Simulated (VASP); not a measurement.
# Au in VASP: single point with PBE

Aim: the single point of Au with PBE.

Everything below comes from runs of VASP 6.6.1. Logs are shortened: lines on timing, memory, paths and dates and some standing lists are left out, and cuts for length are marked.

**1. The cell of the first run**

The cell holds a slab with vacuum, 15 atoms: a = 4.214 Å, b = 8.429 Å, c = 30.394 Å, α = 90.00°, β = 90.00°, γ = 90.00°.

**2. Single point, PBE**

INCAR

```
SYSTEM = Au
PREC = Accurate ; ENCUT = 520
EDIFF = 1E-6 ; ISMEAR = 0
SIGMA = 0.1 ; LREAL = Auto
LASPH = .TRUE. ; NELM = 100
ALGO = Fast ; ISIF = 2
LWAVE = .FALSE. ; LCHARG = .FALSE.
LDIPOL = .TRUE. ; IDIPOL = 3
DIPOL = 0.5 0.5 0.652 ; GGA = PE
NBANDS = 96 ; KPAR = 4
```

KPOINTS

```
regular mesh
0
G
  8 4 1
  0 0 0
```

POSCAR

```
Au
1.0
    4.2144047896      0.0000000000      0.0000000000
    0.0000000000      8.4288095792      0.0000000000
    0.0000000000      0.0000000000     30.3936795114
Au
15
Direct
   -0.0034518114      0.2521542716      0.5551110128
   -0.0035465400      0.9210223417      0.5514871648
   -0.0035425747      0.5832245090      0.5515102957
    0.4959607447      0.4216479997      0.6017632852
    0.4959719689      0.0859583088      0.6018426955
    0.4958959179      0.7538923051      0.6020174268
    0.9952026952      0.5887554392      0.6510882563
    0.9949530998      0.2561057893      0.6523761605
    0.9952271237      0.9231458551      0.6510775183
    0.4940323956      0.7595470690      0.7036607667
    0.4939701713      0.4263238612      0.7045485295
    0.4939672615      0.0927735381      0.7045769562
    0.9935880302      0.9266672520      0.7475439907
    0.9935906357      0.5941267682      0.7475378337
    0.9935575068      0.2604591437      0.7479715323
```

Potentials or basis: VASP PAW PBE potentials, release 64 (Au).

On the command line:

```console
cat potpaw_PBE.64/Au/POTCAR > POTCAR
mpirun -np 4 vasp_std > vasp.out
```

OUTCAR:

```text
SYSTEM = Au
   PREC = Accurate
   ENCUT = 520
   EDIFF = 1E-6
   ISMEAR = 0
   LREAL = Auto
   LASPH = .TRUE.
   NELM = 100
   ISIF = 2
   GGA = PE

 ion  position               nearest neighbor table
   1  0.997  0.252  0.555-   3 2.79   2 2.79   5 2.90   5 2.90   4 2.91   4 2.92   8 2.96
   2  0.996  0.921  0.551-   1 2.79   3 2.85   5 2.95   5 2.95   6 2.96   6 2.97   9 3.03
   3  0.996  0.583  0.552-   1 2.79   2 2.85   4 2.94   4 2.94   6 2.98   6 2.98   7 3.03
   4  0.496  0.422  0.602-   6 2.80   5 2.83   1 2.91   1 2.92   3 2.94   3 2.94   7 2.94   7 2.95
                             8 2.96   8 2.96  11 3.12
   5  0.496  0.086  0.602-   6 2.80   4 2.83   1 2.90   1 2.90   9 2.92   9 2.93   2 2.95   2 2.95
                             8 2.97   8 2.98  12 3.12
   6  0.496  0.754  0.602-   5 2.80   4 2.80   7 2.93   7 2.94   9 2.95   9 2.95   2 2.96   2 2.97
                             3 2.98   3 2.98  10 3.09
   7  0.995  0.589  0.651-   8 2.80   9 2.82   6 2.93  14 2.93   6 2.94   4 2.94   4 2.95  11 2.99
                            11 3.00  10 3.01  10 3.01   3 3.03
   8  0.995  0.256  0.652-   7 2.80   9 2.81  15 2.91   4 2.96   1 2.96   4 2.96  12 2.97   5 2.97
                            12 2.98   5 2.98  11 3.00  11 3.01
   9  0.995  0.923  0.651-   8 2.81   7 2.82   5 2.92   5 2.93  13 2.93   6 2.95   6 2.95  10 2.98
                            10 2.99  12 3.02  12 3.03   2 3.03
  10  0.494  0.760  0.704-  11 2.81  12 2.81  14 2.86  14 2.86  13 2.86  13 2.87   9 2.98   9 2.99
                             7 3.01   7 3.01   6 3.09
  11  0.494  0.426  0.705-  10 2.81  12 2.81  15 2.85  14 2.85  15 2.85  14 2.86   7 2.99   7 3.00
                             8 3.00   8 3.01   4 3.12
  12  0.494  0.093  0.705-  10 2.81  11 2.81  13 2.85  13 2.85  15 2.86  15 2.86   8 2.97   8 2.98
                             9 3.02   9 3.03   5 3.12
  13  0.994  0.927  0.748-  14 2.80  15 2.81  12 2.85  12 2.85  10 2.86  10 2.87   9 2.93
  14  0.994  0.594  0.748-  13 2.80  15 2.81  11 2.85  11 2.86  10 2.86  10 2.86   7 2.93
  15  0.994  0.260  0.748-  14 2.81  13 2.81  11 2.85  11 2.85  12 2.86  12 2.86   8 2.91

  LATTYP: Found a simple orthorhombic cell.
 ALAT       =     4.2144047896
 B/A-ratio  =     2.0000000000
 C/A-ratio  =     7.2118557729

  Lattice vectors:

 A1 = (   4.2144047896,   0.0000000000,   0.0000000000)
 A2 = (   0.0000000000,   8.4288095792,   0.0000000000)
 A3 = (   0.0000000000,   0.0000000000,  30.3936795114)

Analysis of symmetry for initial positions (statically):
=====================================================================
 Subroutine PRICEL returns:
 Original cell was already a primitive cell.

 Routine SETGRP: Setting up the symmetry group for a
 simple orthorhombic supercell.

 Subroutine GETGRP returns: Found  1 space group operations
 (whereof  1 operations were pure point group operations)
 out of a pool of  8 trial point group operations.
[... 165 lines left out ...]
 non-spin polarized calculation
 RMM-DIIS sequential band-by-band and
 Gauss-broadening in eV      SIGMA  =   0.10
  energy-cutoff  :      520.00
  volume of cell :     1079.66
 maximum number of plane-waves:     29152
 NGX is ok and might be reduce to    32
   NGX = 15   NGY = 31   NGZ =113

 dipolmoment           0.000000      0.000000      0.075519 electrons x Angstroem

 number of electron     165.0000000 magnetization

 dipolmoment           0.000000      0.000000     -0.005608 electrons x Angstroem

 Free energy of the ion-electron system (eV)
  ---------------------------------------------------
  ext. energy  EPLUGINS =         0.00000000
  ---------------------------------------------------
  free energy    TOTEN  =       -44.34061591 eV

  energy without entropy =      -44.31961297  energy(sigma->0) =      -44.33011444

 E-fermi :  -1.6303     XC(G=0):  -3.6766

 val. band max:       -1.6836461970   @ k =   0.0000   0.0000   0.0000
 cond. band min:      -1.5694196375   @ k =   0.2500  -0.2500   0.0000
 fundamental gap:      0.1142265595
 Fermi energy:        -1.6302743097

 k-point     1 :       0.0000    0.0000    0.0000
  band No.  band energies     occupation
      1     -10.2368      2.00000
      2      -8.7455      2.00000
      3      -8.1063      2.00000
      4      -8.0988      2.00000
      5      -8.0238      2.00000
      6      -7.7594      2.00000
[... 1735 lines left out ...]
     93       1.7643      0.00000
     94       1.8867      0.00000
 [bands above 94 left out]

------------------------ aborting loop because EDIFF is reached ----------------------------------------

 vacuum level on the upper side and lower side of the slab       (xc-potential included)        -0.019         0.009

  FORCE on cell =-STRESS in cart. coord.  units (eV):
  Direction    XX          YY          ZZ          XY          YZ          ZX
  --------------------------------------------------------------------------------------
  -------------------------------------------------------------------------------------
  Total       -4.0537499     -3.0286640     -3.2367585     -0.0068353     -0.1009628      0.0724902
  in kB       -6.0156390     -4.4944433     -4.8032491     -0.0101434     -0.1498257      0.1075733
  external PRESSURE =      -5.1044438 kB  Pullay stress =       0.0000000 kB

 VOLUME and BASIS-vectors are now :
 -----------------------------------------------------------------------------
  energy-cutoff  :      520.00
  volume of cell :     1079.66
      direct lattice vectors                 reciprocal lattice vectors
     4.214404790  0.000000000  0.000000000     0.237281431  0.000000000  0.000000000
     0.000000000  8.428809579  0.000000000     0.000000000  0.118640716  0.000000000
     0.000000000  0.000000000 30.393679511     0.000000000  0.000000000  0.032901577

 POSITION                                       TOTAL-FORCE (eV/Angst)
 -----------------------------------------------------------------------------------
      4.19986      2.12536     16.87187        -0.005573      0.006394      0.239492
      4.19946      7.76312     16.76172        -0.002754     -0.176542      0.506427
      4.19947      4.91589     16.76243        -0.002633      0.194294      0.499642
      2.09018      3.55399     18.28980        -0.000585     -0.025296     -0.228932
      2.09023      0.72453     18.29221        -0.001936      0.023052     -0.234035
      2.08991      6.35441     18.29752        -0.001845     -0.003975     -0.380862
      4.19419      4.96251     19.78897         0.000348      0.029637     -0.040968
      4.19314      2.15867     19.82811        -0.000607     -0.005848     -0.066673
      4.19429      7.78102     19.78864        -0.001776     -0.027309     -0.038843
      2.08205      6.40208     21.38684         0.003686      0.000129     -0.041808
      2.08179      3.59340     21.41382         0.002062      0.001536     -0.059186
      2.08178      0.78197     21.41469        -0.001411      0.000397     -0.055915
      4.18738      7.81070     22.72061         0.004495     -0.010607     -0.041295
      4.18739      5.00778     22.72043         0.004675      0.001566     -0.042611
      4.18725      2.19536     22.73361         0.003855     -0.007428     -0.014432
 -----------------------------------------------------------------------------------
    total drift:                                0.016118      0.002282      0.003244

  FREE ENERGIE OF THE ION-ELECTRON SYSTEM (eV)
  ---------------------------------------------------
  free  energy   TOTEN  =       -44.3406159070 eV

  energy  without entropy=      -44.3196129659  energy(sigma->0) =      -44.33011444

 vacuum level on the upper side and lower side of the slab         3.341         3.369
```

Wall time 29 min (4 MPI ranks of Oxide Virtual Turin-like, shared host); peak memory 1.7 GiB.

What came out:

| Quantity | Value |
| --- | --- |
| Free energy | -44.3406 eV |
| Largest force | 0.536 eV/Å |
| Band gap on the k mesh | zero (an odd number of electrons rules out a gap without spin polarisation) |

Forces in eV/Å, atoms in the order of the input:
```
Au  -0.006  0.006  0.239
Au  -0.003 -0.177  0.506
Au  -0.003  0.194  0.500
Au  -0.001 -0.025 -0.229
Au  -0.002  0.023 -0.234
Au  -0.002 -0.004 -0.381
Au   0.000  0.030 -0.041
Au  -0.001 -0.006 -0.067
Au  -0.002 -0.027 -0.039
Au   0.004  0.000 -0.042
Au   0.002  0.002 -0.059
Au  -0.001  0.000 -0.056
Au   0.004 -0.011 -0.041
Au   0.005  0.002 -0.043
Au   0.004 -0.007 -0.014
```

Caveat: spin-orbit coupling is left out, which moves the levels of the heavy elements.

The gap in the log of VASP goes by the Fermi energy; the results here count the filled bands.